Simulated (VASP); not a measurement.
# Zr4Nb4CuNi7 in VASP: further runs, part 2 of 2

VASP 6.6.1.

## 3. Single point, PBE

Input file INCAR:

```
SYSTEM = Zr4Nb4CuNi7
ALGO = Normal
EDIFF = 1E-6
ENCUT = 520
GGA = PE
ISIF = 2
ISMEAR = -1
ISYM = 0
LASPH = .TRUE.
LCHARG = .FALSE.
LREAL = Auto
LWAVE = .FALSE.
NBANDS = 104
NELM = 60
PREC = Accurate
SIGMA = 0.1853
```

Input file KPOINTS:

```
Automatic mesh
0
Gamma
  1 1 1
  0.25 0.25 0.25
```

Input file POSCAR:

```
Zr4Nb4CuNi7
1.0
    6.3887080000     -0.1527840000      0.0266330000
   -0.1527840000      6.3258630000      0.1331170000
    0.0266330000      0.1331170000      6.1681230000
Ni Nb Zr Cu
7 4 4 1
Direct
    0.0808358007      0.7328074627      0.5175131834
    0.0810076826      0.4293362225      0.3921929852
    0.1387363729      0.5750954075      0.0847520484
    0.2123448072      0.1345760290      0.6481844256
    0.5990140441      0.1271507726      0.6363829855
    0.5091735086      0.4776921350     -0.0276406229
    0.3536910933      0.4830889393      0.6629423237
    0.2979423051      0.8309497507      0.8470483427
    0.2272632183      0.1366539819      0.1289828900
    0.6515217077      0.1053450736      0.0393532688
    0.7294104392      0.7249708991      0.7202209911
    0.9507621454      0.4100599999      0.8239358059
    0.4937178209      0.8131248215      0.3414737476
    0.9117218498      0.8041982711      0.1112887423
    0.6379775251      0.4227885691      0.3720651159
    0.8939956802      0.0537855871      0.4611280347
```

Potentials or basis: VASP PAW PBE potentials, release 64 (Ni, Nb_sv, Zr_sv, Cu).

Started as:

```
> cat potpaw_PBE.64/Ni/POTCAR potpaw_PBE.64/Nb_sv/POTCAR potpaw_PBE.64/Zr_sv/POTCAR potpaw_PBE.64/Cu/POTCAR > POTCAR
> mpirun -np 1 vasp_std > vasp.out
```

It took 2.5 min on 1 thread of AMD EPYC 7R43 (Zen 3), shared host; peak memory 0.3 GiB.

The run converged. Its results:

- Free energy: -113.4376 eV
- Pressure: 12.4 GPa
- Largest force: 5.471 eV/Å

Forces in eV/Å, atoms in the order of the input:
```
Ni   0.419  2.012  0.731
Ni  -0.521 -3.500  0.822
Ni   4.948 -2.281  0.497
Ni  -0.061  0.176 -0.986
Ni  -1.360 -0.179  1.385
Ni   1.065 -0.005  2.001
Ni  -0.436  0.151 -1.676
Nb   1.108  0.219 -1.071
Nb   0.072  1.227  0.359
Nb   0.023  1.174 -0.637
Nb  -0.746  1.948 -1.289
Zr  -0.914 -2.867 -1.784
Zr  -2.300  1.541  0.537
Zr  -2.674  1.274  1.786
Zr   0.886 -1.525  0.082
Cu   0.490  0.635 -0.757
```

Stress tensor (GPa, compression positive):
```
 9.54 -6.16  0.84
-6.16 16.41 -2.45
 0.84 -2.45 11.11
```

Levels at points of the mesh, in eV from the Fermi level:
| k point | band 87 | band 88 | band 89 | band 90 | band 91 | band 92 | band 93 | band 94 | band 95 | band 96 |
| --- | --- | --- | --- | --- | --- | --- | --- | --- | --- | --- |
| (0.25, 0.25, 0.25) | -0.51 | -0.39 | -0.33 | -0.13 | -0.03 | 0.11 | 0.30 | 0.46 | 0.52 | 0.66 |

Caveat: the k points lie up to 1.02 Å⁻¹ apart. Spin polarisation is off, so any magnetic state and its effect on volume and gap are missing.

## 4. Single point, PBE

Input file INCAR:

```
SYSTEM = Zr4Nb4CuNi7
PREC = Accurate ; ENCUT = 520
EDIFF = 1E-6 ; ISMEAR = -1
SIGMA = 0.1853 ; LREAL = Auto
LASPH = .True. ; NELM = 100
ALGO = Normal ; ISIF = 2
LWAVE = .False. ; LCHARG = .True.
GGA = PE ; LELF = .True.
LVHAR = .True. ; NBANDS = 104
ISYM = 0
```

KPOINTS is that of step 3.

Input file POSCAR:

```
Zr4Nb4CuNi7
1.0
    6.3887080000     -0.1527840000      0.0266330000
   -0.1527840000      6.3258630000      0.1331170000
    0.0266330000      0.1331170000      6.1681230000
Ni Nb Zr Cu
7 4 4 1
Direct
    0.0787331718      0.7272475854      0.5245203578
    0.1118958112      0.3833202103      0.4145808121
    0.2168323574      0.5299194897      0.0748170572
    0.2330006150      0.1052575893      0.6507634365
    0.5998406045      0.1199703379      0.7139668508
    0.5646220922      0.5046168241     -0.0588856055
    0.3352476301      0.5045175351      0.6518601346
    0.3375019505      0.8212186433      0.8754799715
    0.2235875664      0.1690590603      0.1474428375
    0.6951377544      0.1480323901      0.0611214738
    0.7254397697      0.7602918316      0.6502296720
    0.9418819563      0.4023918000      0.7937986432
    0.4583189052      0.8688991828      0.3662087056
    0.8906125513      0.7865653297      0.1145220513
    0.6342089546      0.4326383462      0.3520968363
    0.8803113826      0.1107238524      0.4318875353
```

Potentials or basis: VASP PAW PBE potentials, release 64 (Ni, Nb_sv, Zr_sv, Cu).

Started as:

```
> cat potpaw_PBE.64/Ni/POTCAR potpaw_PBE.64/Nb_sv/POTCAR potpaw_PBE.64/Zr_sv/POTCAR potpaw_PBE.64/Cu/POTCAR > POTCAR
> mpirun -np 1 vasp_std > vasp.out
```

OUTCAR:

```text
SYSTEM = Zr4Nb4CuNi7
   PREC = Accurate
   ENCUT = 520
   EDIFF = 1E-6
   ISMEAR = -1
   LREAL = Auto
   LASPH = .True.
   NELM = 100
   ISIF = 2
   GGA = PE
   ISYM = 0

 ion  position               nearest neighbor table
   1  0.079  0.727  0.525-   2 2.33   7 2.33  11 2.40   4 2.69  12 2.70  13 2.71   8 2.80  14 2.83
                            16 2.83
   2  0.112  0.383  0.415-   7 2.19  16 2.22   9 2.31   1 2.33   3 2.34   4 2.40  12 2.58  15 3.11
[... 296 lines left out ...]
  -------------------------------------------------------------------------------------
  Total       11.9478142     22.5173460     18.5742746     -4.5535325     -4.0929984      0.0563239
  in kB       76.8725381    144.8771726    119.5073516    -29.2975429    -26.3344548      0.3623895
  external PRESSURE =     113.7523541 kB  Pullay stress =       0.0000000 kB

 VOLUME and BASIS-vectors are now :
 -----------------------------------------------------------------------------
  energy-cutoff  :      520.00
  volume of cell :      249.02
      direct lattice vectors                 reciprocal lattice vectors
     6.388708000 -0.152784000  0.026633000     0.156620176  0.003798690 -0.000758243
    -0.152784000  6.325863000  0.133117000     0.003798690  0.158245156 -0.003431561
     0.026633000  0.133117000  6.168123000    -0.000758243 -0.003431561  0.162201207

 POSITION                                       TOTAL-FORCE (eV/Angst)
 -----------------------------------------------------------------------------------
      0.40586      4.65826      3.33421        -0.035274      1.282254     -0.350782
      0.66735      2.46292      2.61119        -0.661452      1.612816     -0.865226
      1.30631      3.32903      0.53780        -0.625519      0.836426      0.811399
      1.48982      0.71687      4.03421        -0.905736      0.491278     -0.472227
      3.83289      0.76231      4.43578        -0.378845      0.650592     -1.451522
      3.55517      3.23115      5.88712         0.699285     -0.147641      0.732218
[... 8 lines left out ...]
      3.99505      2.68678      2.24626        -0.866395     -0.704169      1.437478
      5.61864      0.62342      2.70212        -0.166256     -1.778471      0.505128
 -----------------------------------------------------------------------------------
    total drift:                                0.001559      0.002314      0.002174

  FREE ENERGIE OF THE ION-ELECTRON SYSTEM (eV)
  ---------------------------------------------------
  free  energy   TOTEN  =      -115.4755242156 eV

  energy  without entropy=     -113.7499568083  energy(sigma->0) =     -114.61274051
```

OSZICAR:

```text
N       E                     dE             d eps       ncg     rms          rms(c)
DAV:   1     0.267960520449E+04    0.26796E+04   -0.82500E+04   208   0.215E+03
DAV:   2     0.314308102784E+03   -0.23653E+04   -0.23119E+04   216   0.657E+02
DAV:   3    -0.614783756263E+02   -0.37579E+03   -0.35210E+03   248   0.275E+02
[... 19 lines left out ...]
DAV:  23    -0.115475566925E+03    0.74291E-04   -0.26487E-04   336   0.182E-01    0.728E-02
DAV:  24    -0.115475539265E+03    0.27661E-04   -0.76959E-05   344   0.910E-02    0.455E-02
DAV:  25    -0.115475527417E+03    0.11847E-04   -0.28889E-05   320   0.413E-02    0.219E-02
DAV:  26    -0.115475524275E+03    0.31425E-05   -0.12428E-05   248   0.242E-02    0.737E-03
DAV:  27    -0.115475524216E+03    0.59288E-07   -0.54830E-06   168   0.116E-02
   1 F= -.11547552E+03 E0= -.11461274E+03  d E =-.172557E+01
```

stdout:

```text
POSCAR found type information on POSCAR NiNbZrCu
 POSCAR found :  4 types and      16 ions
 scaLAPACK will be used
 LDA part: xc-table for (Slater+PW92), standard interpolation
 POSCAR, INCAR and KPOINTS ok, starting setup
 FFT: planning ... GRIDC
 FFT: planning ... GRID_SOFT
 FFT: planning ... GRID
 WAVECAR not read
 entering main loop
```

It took 3 min on 1 thread of AMD EPYC 7R43 (Zen 3), shared host; peak memory 0.3 GiB.

Results:

```
Free energy   : -115.4755 eV
Pressure      : 11.4 GPa
Largest force : 2.328 eV/Å
```

Forces on the atoms (eV/Å):
```
Ni  -0.035  1.282 -0.351
Ni  -0.661  1.613 -0.865
Ni  -0.626  0.836  0.811
Ni  -0.906  0.491 -0.472
Ni  -0.379  0.651 -1.452
Ni   0.699 -0.148  0.732
Ni   1.268 -0.448  0.422
Nb   0.067  1.238 -0.514
Nb   0.075 -1.897 -1.348
Nb   0.215 -0.541  0.691
Nb   1.080  0.683  1.030
Zr   0.709 -0.760 -0.317
Zr  -1.304  0.309 -0.905
Zr   0.832 -0.827  0.594
Zr  -0.866 -0.704  1.437
Cu  -0.166 -1.778  0.505
```

Stress tensor (GPa, compression positive):
```
 7.69 -2.93  0.04
-2.93 14.49 -2.63
 0.04 -2.63 11.95
```

Levels at points of the mesh, in eV from the Fermi level:
| k point | band 89 | band 90 | band 91 | band 92 | band 93 | band 94 |
| --- | --- | --- | --- | --- | --- | --- |
| (0.25, 0.25, 0.25) | -0.21 | -0.17 | -0.10 | 0.19 | 0.27 | 0.41 |

Caveat: the k points lie up to 1.02 Å⁻¹ apart.
